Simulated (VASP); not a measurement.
# In (C2/m) in VASP: a series of runs, part 2 of 2

VASP 6.6.1.

### 3 Single point, PBE

Input file INCAR:

```
SYSTEM = In
PREC = Accurate ; ENCUT = 520
EDIFF = 1E-6 ; ISMEAR = -1
SIGMA = 0.1 ; LREAL = .False.
LASPH = .True. ; NELM = 80
ALGO = Normal ; ISIF = 2
LWAVE = .False. ; LCHARG = .True.
GGA = PE ; LELF = .True.
LVHAR = .True. ; NBANDS = 12
```

Input file KPOINTS:

```
regular mesh
0
Gamma
  9 9 11
  0 0 0
```

Input file POSCAR:

```
In
1.0
   -1.6482197047      1.6973406184      2.5249789927
    1.6973406184     -1.6482197047      2.5249789927
    1.6043570008      1.6043570008     -2.4927016059
In
1
Direct
    0.0000000000      0.0000000000      0.0000000000
```

Potentials or basis: VASP PAW PBE potentials, release 64 (In_d).

On the command line:

```console
> cat potpaw_PBE.64/In_d/POTCAR > POTCAR
> mpirun -np 1 vasp_std > vasp.out
```

OUTCAR:

```text
SYSTEM = In
   PREC = Accurate
   ENCUT = 520
   EDIFF = 1E-6
   ISMEAR = -1
   LREAL = .False.
   LASPH = .True.
   NELM = 80
   ISIF = 2
   GGA = PE

 ion  position               nearest neighbor table
   1  0.000  0.000  0.000-

  Warning from LATTYP: Got some problem with cell dimensions!
  Tried to take original basis but could not verify dimensions!
  LATTYP: Found a base centered monoclinic cell.
 ALAT       =     4.6077265532
 B/A-ratio  =     1.0268267285
 C/A-ratio  =     0.7315277982
 COS(beta)  =    -0.6627023839

  Lattice vectors:

 A1 = (   0.0438627039,  -3.3016976192,  -0.0322773868)
 A2 = (  -3.3016976192,   0.0438627039,  -0.0322773868)
 A3 = (   1.6043570008,   1.6043570008,  -2.4927016059)

Analysis of symmetry for initial positions (statically):
=====================================================================
 Subroutine PRICEL returns:
 Original cell was already a primitive cell.

 Routine SETGRP: Setting up the symmetry group for a
 base centered monoclinic supercell.

 Subroutine GETGRP returns: Found  4 space group operations
 (whereof  4 operations were pure point group operations)
 out of a pool of  4 trial point group operations.

The static configuration has the point symmetry C_2h.

Analysis of symmetry for dynamics (positions and initial velocities):
=====================================================================
 Subroutine PRICEL returns:
 Original cell was already a primitive cell.

 Routine SETGRP: Setting up the symmetry group for a
 base centered monoclinic supercell.

 Subroutine GETGRP returns: Found  4 space group operations
 (whereof  4 operations were pure point group operations)
 out of a pool of  4 trial point group operations.

The dynamic configuration has the point symmetry C_2h.

 Subroutine INISYM returns: Found  4 space group operations
 (whereof  4 operations are pure point group operations),
 and found     1 'primitive' translations

----------------------------------------------------------------------------------------
[... 119 lines left out ...]
   IVDW    =     0    specifies the selected vdW correction
   LEPSILON=     F    determine dielectric tensor
   LRPA    =     F    only Hartree local field effects (RPA)
 non-spin polarized calculation
  energy-cutoff  :      520.00
  volume of cell :       27.52
 maximum number of plane-waves:       756
 NGX is ok and might be reduce to    28
   NGX = 13   NGY = 13   NGZ = 13

 number of electron      12.9999999 magnetization

 Free energy of the ion-electron system (eV)
  ---------------------------------------------------
  ext. energy  EPLUGINS =         0.00000000
  ---------------------------------------------------
  free energy    TOTEN  =        -2.56201251 eV

  energy without entropy =       -2.54449437  energy(sigma->0) =       -2.55325344

 E-fermi :   6.9379     XC(G=0): -10.0150

 val. band max:        6.9021906960   @ k =  -0.2222   0.2222   0.3636
 cond. band min:       6.9847689932   @ k =   0.2222   0.1111   0.4545
 fundamental gap:      0.0825782972
 Fermi energy:         6.9378784346

 k-point     1 :       0.0000    0.0000    0.0000
  band No.  band energies     occupation
      1      -7.6889      2.00000
      2      -7.6098      2.00000
      3      -7.5758      2.00000
      4      -7.5276      2.00000
      5      -7.4256      2.00000
      6      -2.2407      2.00000
      7      16.7620      0.00000
      8      17.0165      0.00000
      9      17.4779      0.00000
     10      18.5316      0.00000
     11      20.2287      0.00000
     12      20.5656      0.00000
[... 331 lines left out ...]
 k-point    24 :       0.4444    0.4444    0.0000
  band No.  band energies     occupation
      1      -7.7848      2.00000
      2      -7.7051      2.00000
      3      -7.3691      2.00000
      4      -7.3624      2.00000
      5      -7.2734      2.00000
      6       5.0434      2.00000
      7       5.2355      2.00000
      8       8.9465      0.00000
      9      11.3289      0.00000
     10      14.5701      0.00000
     11      15.5857      0.00000
     12      26.1179      0.00000

 [... further k-points ...]

------------------------ aborting loop because EDIFF is reached ----------------------------------------

  FORCE on cell =-STRESS in cart. coord.  units (eV):
  Direction    XX          YY          ZZ          XY          YZ          ZX
  --------------------------------------------------------------------------------------
  -------------------------------------------------------------------------------------
  Total        0.0546584      0.0546584     -0.0805312      0.0070946      0.0053007      0.0053007
  in kB        3.1826986      3.1826986     -4.6892446      0.4131117      0.3086549      0.3086557
  external PRESSURE =       0.5587175 kB  Pullay stress =       0.0000000 kB

 VOLUME and BASIS-vectors are now :
 -----------------------------------------------------------------------------
  energy-cutoff  :      520.00
  volume of cell :       27.52
      direct lattice vectors                 reciprocal lattice vectors
    -1.648219705  1.697340618  2.524978993     0.002091654  0.300995246  0.195073325
     1.697340618 -1.648219705  2.524978993     0.300995246  0.002091654  0.195073325
     1.604357001  1.604357001 -2.492701606     0.307011499  0.307011499 -0.005972598

 POSITION                                       TOTAL-FORCE (eV/Angst)
 -----------------------------------------------------------------------------------
      0.00000      0.00000      0.00000         0.000000     -0.000000      0.000000
 -----------------------------------------------------------------------------------
    total drift:                                0.000000     -0.000000     -0.000000

  FREE ENERGIE OF THE ION-ELECTRON SYSTEM (eV)
  ---------------------------------------------------
  free  energy   TOTEN  =        -2.5620125082 eV

  energy  without entropy=       -2.5444943725  energy(sigma->0) =       -2.55325344
```

OSZICAR:

```text
N       E                     dE             d eps       ncg     rms          rms(c)
DAV:   1     0.781332923490E+02    0.78133E+02   -0.62658E+03  6096   0.135E+03
DAV:   2     0.133430808610E+01   -0.76799E+02   -0.74879E+02  6328   0.291E+02
DAV:   3    -0.249696737892E+01   -0.38313E+01   -0.38128E+01  7084   0.645E+01
DAV:   4    -0.258218713933E+01   -0.85220E-01   -0.85193E-01  7632   0.976E+00
DAV:   5    -0.258601061550E+01   -0.38235E-02   -0.38233E-02  8192   0.179E+00    0.207E+00
DAV:   6    -0.256593344070E+01    0.20077E-01   -0.33165E-02  7716   0.363E+00    0.103E+00
DAV:   7    -0.256220286472E+01    0.37306E-02   -0.10498E-02  7788   0.188E+00    0.237E-01
DAV:   8    -0.256200477959E+01    0.19809E-03   -0.82661E-04  8136   0.476E-01    0.325E-02
DAV:   9    -0.256201169736E+01   -0.69178E-05   -0.13307E-05  8328   0.464E-02    0.130E-02
DAV:  10    -0.256201250823E+01   -0.81087E-06   -0.10894E-06  5688   0.113E-02
   1 F= -.25620125E+01 E0= -.25532534E+01  d E =-.175181E-01
```

It took 1.8 min on 1 thread of Intel Xeon 8259CL, shared host; peak memory 0.22 GiB.

What came out:

```
Free energy            : -2.5620 eV
Pressure               : 0.1 GPa
Band gap on the k mesh : zero (an odd number of electrons rules out a gap without spin polarisation)
```

Stress tensor (GPa, compression positive):
```
 0.32  0.04  0.03
 0.04  0.32  0.03
 0.03  0.03 -0.47
```

Levels at points of the mesh, in eV from the Fermi level:
| k point | band 4 | band 5 | band 6 | band 7 | band 8 | band 9 |
| --- | --- | --- | --- | --- | --- | --- |
| (0.00, 0.00, 0.00) | -14.47 | -14.36 | -9.18 | 9.82 | 10.08 | 10.54 |

Caveat: spin-orbit coupling is left out, which moves the levels of the heavy elements.

### 4 Single point, PBE

Input file INCAR:

```
PREC = Accurate ; ENCUT = 520
EDIFF = 1E-7 ; ISMEAR = -1
SIGMA = 0.1 ; LREAL = F
LASPH = T ; NELM = 60
ALGO = Normal ; ISIF = 2
LWAVE = F ; LCHARG = F
GGA = PE ; NBANDS = 12
```

Input file KPOINTS:

```
Automatic mesh
0
Gamma
  11 11 14
```

POSCAR is that of step 3.

On the command line:

```console
> cat potpaw_PBE.64/In_d/POTCAR > POTCAR
> mpirun -np 1 vasp_std > vasp.out
```

Run time: 3.4 min. Hardware: 1 thread of Intel Xeon 8259CL, shared host; peak memory 0.28 GiB.

It converged, with:

```
Free energy            : -2.5671 eV
Pressure               : 0.0 GPa
Band gap on the k mesh : zero (an odd number of electrons rules out a gap without spin polarisation)
```

Stress tensor (GPa, compression positive):
```
 0.08 -0.09 -0.23
-0.09  0.08 -0.23
-0.23 -0.23 -0.19
```

Levels at points of the mesh, in eV from the Fermi level:
| k point | band 3 | band 4 | band 5 | band 6 | band 7 | band 8 | band 9 | band 10 |
| --- | --- | --- | --- | --- | --- | --- | --- | --- |
| (0.00, 0.00, 0.00) | -14.54 | -14.49 | -14.39 | -9.20 | 9.80 | 10.05 | 10.52 | 11.57 |
| (0.00, 0.00, 0.50) | -14.32 | -14.29 | -14.23 | -1.64 | -1.52 | 3.25 | 3.64 | 6.54 |

Caveat: spin-orbit coupling is left out, which moves the levels of the heavy elements.

### 5 Single point, PBE

Input file INCAR:

```
SYSTEM = In
ALGO = Normal ; EDIFF = 1E-7
ENCUT = 520 ; GGA = PE
ISIF = 2 ; ISMEAR = -1
LASPH = .TRUE. ; LCHARG = .FALSE.
LREAL = .FALSE. ; LWAVE = .FALSE.
NBANDS = 12 ; NELM = 80
PREC = Accurate ; SIGMA = 0.01
```

Input file KPOINTS:

```
k-points
0
G
  11 11 14
  0 0 0
```

POSCAR is that of step 4.

On the command line:

```console
> cat potpaw_PBE.64/In_d/POTCAR > POTCAR
> mpirun -np 1 vasp_std > vasp.out
```

It took 3.1 min on 1 thread of Intel Xeon 8259CL, shared host; peak memory 0.28 GiB.

The run converged. Its results:

* Free energy: -2.5594 eV
* Pressure: -0.1 GPa
* Band gap on the k mesh: zero (an odd number of electrons rules out a gap without spin polarisation)

Stress tensor (GPa, compression positive):
```
 0.10 -0.16 -0.29
-0.16  0.10 -0.29
-0.29 -0.29 -0.36
```

Levels at points of the mesh, in eV from the Fermi level:
| k point | band 4 | band 5 | band 6 | band 7 | band 8 | band 9 |
| --- | --- | --- | --- | --- | --- | --- |
| (0.00, 0.00, 0.00) | -14.49 | -14.39 | -9.21 | 9.80 | 10.05 | 10.52 |
| (0.00, 0.00, 0.50) | -14.29 | -14.23 | -1.65 | -1.52 | 3.25 | 3.64 |

Caveat: spin-orbit coupling is left out, which moves the levels of the heavy elements.

### 6 Single point, PBE

Input file INCAR:

```
PREC = Accurate
ENCUT = 520
EDIFF = 1E-6
ISMEAR = -1
SIGMA = 0.03
LREAL = False
LASPH = True
NELM = 100
ALGO = Normal
ISIF = 2
LWAVE = False
LCHARG = True
GGA = PE
LELF = True
LVHAR = True
NBANDS = 12
```

Input file KPOINTS:

```
regular mesh
0
Gamma
  11 11 14
```

POSCAR is that of step 5.

Potentials or basis: VASP PAW PBE potentials, release 64 (In_d).

On the command line:

```console
> cat potpaw_PBE.64/In_d/POTCAR > POTCAR
> mpirun -np 1 vasp_std > vasp.out
```

Run time: 3.2 min. Hardware: 1 thread of Intel Xeon 8259CL, shared host; peak memory 0.27 GiB.

It converged, with:

```yaml
Free_energy: -2.5600 eV
Pressure: 0.0 GPa
Band_gap_on_the_k_mesh: zero (an odd number of electrons rules out a gap without spin polarisation)
```

Stress tensor (GPa, compression positive):
```
 0.08 -0.14 -0.26
-0.14  0.08 -0.26
-0.26 -0.26 -0.27
```

Levels at points of the mesh, in eV from the Fermi level:
| k point | band 3 | band 4 | band 5 | band 6 | band 7 | band 8 | band 9 | band 10 |
| --- | --- | --- | --- | --- | --- | --- | --- | --- |
| (0.00, 0.00, 0.00) | -14.54 | -14.49 | -14.40 | -9.21 | 9.79 | 10.05 | 10.51 | 11.56 |
| (0.00, 0.00, 0.50) | -14.33 | -14.29 | -14.23 | -1.65 | -1.53 | 3.24 | 3.64 | 6.54 |

Caveat: spin-orbit coupling is left out, which moves the levels of the heavy elements.

### 7 Summary

| k mesh | smearing | gap on the mesh (eV) | pressure (GPa) |
| --- | --- | --- | --- |
| 7 × 7 × 8 | fermi-dirac 0.1 eV | none | -0.5 |
| 9 × 9 × 11 | fermi-dirac 0.1 eV | none | 0.1 |
| 11 × 11 × 14 | fermi-dirac 0.1 eV | none | 0.0 |
| 11 × 11 × 14 | fermi-dirac 0.01 eV | none | -0.1 |
| 11 × 11 × 14 | fermi-dirac 0.03 eV | none | 0.0 |

Alike in all rows: task single point; level PBE; potentials or basis VASP PAW PBE potentials, release 64 (In_d); no spin polarisation; cell as given; cutoff (eV) 520.

Caveats: spin-orbit coupling is left out, which moves the levels of the heavy elements.

Absolute energies hang on the potentials; compare differences alone.

The gap in the log of VASP goes by the Fermi energy; the results here count the filled bands.